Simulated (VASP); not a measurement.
## SnO2: single point with LDA

The system is SnO2.

```
CELL_PARAMETERS angstrom
4.88206 0.00000 0.00000
0.00000 4.88266 0.00000
0.00000 0.00000 3.29834
ATOMIC_POSITIONS crystal
Sn 0.50000 0.50000 0.50000
Sn 0.00000 0.00000 0.00000
O 0.30598 0.31916 0.00000
O 0.80598 0.18084 0.50000
O 0.19402 0.81916 0.50000
O 0.69402 0.68084 0.00000
```

This cell differs from its parent crystal: atoms shifted along a free coordinate.

```json
{"Program": "VASP 6.6.1", "Task": "single point", "Functional": "LDA", "Potentials or basis": "VASP PAW LDA potentials, release 64 (Sn_d, O)", "Cutoff": "520 eV", "k mesh": "6 × 6 × 8", "Occupations": "gaussian, width 0.05 eV", "Spin": "no spin polarisation"}
```

- Pressure: -14.9 GPa
- Largest force: 0.486 eV/Å
- Band gap on the k mesh: 0.28 eV

Forces in eV/Å, atoms in the order of the input:
```
Sn   0.000  0.000  0.000
Sn   0.000  0.000  0.000
O   -0.303 -0.380  0.000
O   -0.303  0.380  0.000
O    0.303 -0.380  0.000
O    0.303  0.380  0.000
```

Stress tensor (GPa, compression positive):
```
-13.31   0.00   0.00
  0.00 -13.33   0.00
  0.00   0.00 -18.10
```

Levels at points of the mesh, in eV from the valence-band top:
| k point | band 24 | band 25 | band 26 | band 27 | band 28 | band 29 |
| --- | --- | --- | --- | --- | --- | --- |
| (0.00, 0.00, 0.00) | -0.68 | -0.65 | 0.00 | 0.28 | 4.88 | 5.64 |
| (0.50, 0.00, 0.00) | -1.22 | -0.54 | -0.54 | 3.34 | 3.34 | 6.13 |
| (0.00, 0.50, 0.00) | -1.22 | -0.62 | -0.62 | 3.42 | 3.42 | 6.33 |
| (0.50, 0.50, 0.00) | -1.33 | -0.76 | -0.76 | 3.60 | 3.60 | 6.59 |
| (0.00, 0.00, 0.50) | -1.41 | -1.13 | -1.13 | 5.14 | 5.14 | 8.95 |
| (0.50, 0.00, 0.50) | -0.90 | -0.74 | -0.74 | 5.42 | 5.42 | 7.17 |
| (0.00, 0.50, 0.50) | -0.96 | -0.70 | -0.70 | 5.38 | 5.38 | 7.07 |
| (0.50, 0.50, 0.50) | -0.93 | -0.69 | -0.69 | 4.15 | 4.15 | 7.94 |

Run time: 2.1 min on 1 thread of Intel(R) Xeon(R) Platinum 8375C CPU @ 2.90GHz (Ice Lake), with other jobs on the host, peak memory 0.27 GiB.

Caveat: the cell differs from its parent crystal (atoms shifted along a free coordinate); the cell stands under tension; spin-orbit coupling is left out, which moves the levels of the heavy elements.
